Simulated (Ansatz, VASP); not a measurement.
## KTaO3: VASP beside Ansatz

The input POSCAR:

```
KTaO3
1.0
    3.9882991392      0.0000000000      0.0000000000
    0.0000000000      3.9882991392      0.0000000000
    0.0000000000      0.0000000000      3.9882991392
K Ta O
1 1 3
Direct
    0.0000000000      0.0000000000      0.0000000000
    0.5000000000      0.5000000000      0.5000000000
    0.0000000000      0.5000000000      0.5000000000
    0.5000000000      0.5000000000      0.0000000000
    0.5000000000      0.0000000000      0.5000000000
```

The input INCAR.step1:

```
PREC = Accurate ; ENCUT = 520
EDIFF = 1E-5 ; ISMEAR = 0
SIGMA = 0.05 ; LREAL = False
LASPH = True ; NELM = 100
ALGO = Normal ; ISIF = 2
LWAVE = True ; LCHARG = False
NBANDS = 27 ; GGA = PE
```

INCAR.step2

```
PREC = Accurate ; ENCUT = 520
EDIFF = 1E-6 ; ISMEAR = 0
SIGMA = 0.05 ; LREAL = False
LASPH = True ; NELM = 100
ALGO = Normal ; ISIF = 2
LWAVE = False ; LCHARG = False
GGA = PE ; LHFCALC = True
AEXX = 0.35 ; HFSCREEN = 0.20787
PRECFOCK = Fast ; NBANDS = 27
ISTART = 1
```

The input KPOINTS:

```
Automatic mesh
0
Gamma
  4 4 4
```

Input for Ansatz:

```yaml
crystal:
  lattice:
    - [3.9882991392, 0.0, 0.0]
    - [0.0, 3.9882991392, 0.0]
    - [0.0, 0.0, 3.9882991392]
  atoms:
    - { symbol: K, position: [0.0, 0.0, 0.0] }
    - { symbol: Ta, position: [0.5, 0.5, 0.5] }
    - { symbol: O, position: [0.0, 0.5, 0.5] }
    - { symbol: O, position: [0.5, 0.5, 0.0] }
    - { symbol: O, position: [0.5, 0.0, 0.5] }
basis:
  ecutwfc: 420
  ecutrho_ratio: 4
kpoints:
  mp_grid: { grid: [4, 4, 4] }
hamiltonian:
  xc: { preset: hse06, exx: { coeff: 0.35, omega: 0.20787 } }
scf:
  occupations: { method: gaussian, width: 0.05 }
  n_extra_bands: 13
output:
  forces: true
  stress: true
  eigenvalues: true
  populations: true
  dos: { projected: true, de: 0.02 }
```

Alike in both runs: task single point; functional PBE-based screened hybrid with a share of 0.35 of exact exchange and HFSCREEN = 0.20787; k mesh 4 × 4 × 4; occupations gaussian, width 0.05 eV; no spin polarisation.

```csv
,VASP,Ansatz
version,VASP 6.6.1,Ansatz 0.2.0
potentials or method,"VASP PAW PBE potentials, release 64 (K_sv, Ta_pv, O), cutoff 520 eV","scalar-relativistic, plane waves, PAW"
valence electrons in the cell,38,40
```

|  | VASP | Ansatz | Ansatz less VASP |
| --- | --- | --- | --- |
| gap on the k mesh at the Fermi level (eV) | 4.06 | 4.17 | +0.104 |
| least direct gap on the mesh (eV) | 4.73 | 4.84 | +0.109 |
| pressure (GPa) | -2.3 | -2.5 | -0.19 |

VASP's potentials were made for PBE, not for PBE-based screened hybrid. With one functional, cell and mesh, what is left measures potentials, basis and numerics. VASP's potentials hold 38 valence electrons a cell and Ansatz's 40, so a difference there can come from the potentials and not from the codes. Ansatz's warnings: stress exchange threshold loose, stress scf threshold loose.

Spin-orbit coupling is off throughout.
